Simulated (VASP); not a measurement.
Input of a VASP 6.6.1 run:

INCAR

```
PREC     = Accurate       # precision mode
ENCUT    = 500            # plane-wave cutoff, eV
EDIFF    = 1E-6           # SCF threshold, eV
ISMEAR   = -1             # smearing method
SIGMA    = 0.02           # smearing width, eV
LREAL    = False          # projectors in reciprocal space
LASPH    = True           # aspherical terms in the spheres
NELM     = 120            # most SCF steps
ALGO     = Normal         # electronic algorithm
ISIF     = 2              # what is computed and relaxed
LWAVE    = False          # write WAVECAR
LCHARG   = True           # write CHGCAR
GGA      = PS             # functional
IVDW     = 12             # dispersion correction
LELF     = True           # ELF
LVHAR    = True         
NBANDS   = 10             # bands
GGA_COMPAT= False
```

Contents of KPOINTS:

```
Automatic mesh
0
Gamma
  7 7 7
```

POSCAR

```
K
1.0
   -2.6125000000      2.6125000000      2.6125000000
    2.6125000000     -2.6125000000      2.6125000000
    2.6125000000      2.6125000000     -2.6125000000
K
1
Direct
    0.0000000000      0.0000000000      0.0000000000
```

Potentials or basis: VASP PAW PBE potentials, release 64 (K_sv).

Launch:

```console
$ cat potpaw_PBE.64/K_sv/POTCAR > POTCAR
$ mpirun -np 1 vasp_std > vasp.out
```

Problem. Estimate the dispersion energy per atom.

Solution. -0.127 eV.

Problem. What does it give for the pressure?

Solution. -0.3 GPa.

Caveat: three body term missing; the PAW data sets were made with another functional, which shifts forces and pressure a little; pairwise dispersion overbinds metals, which lowers pressure and volume.
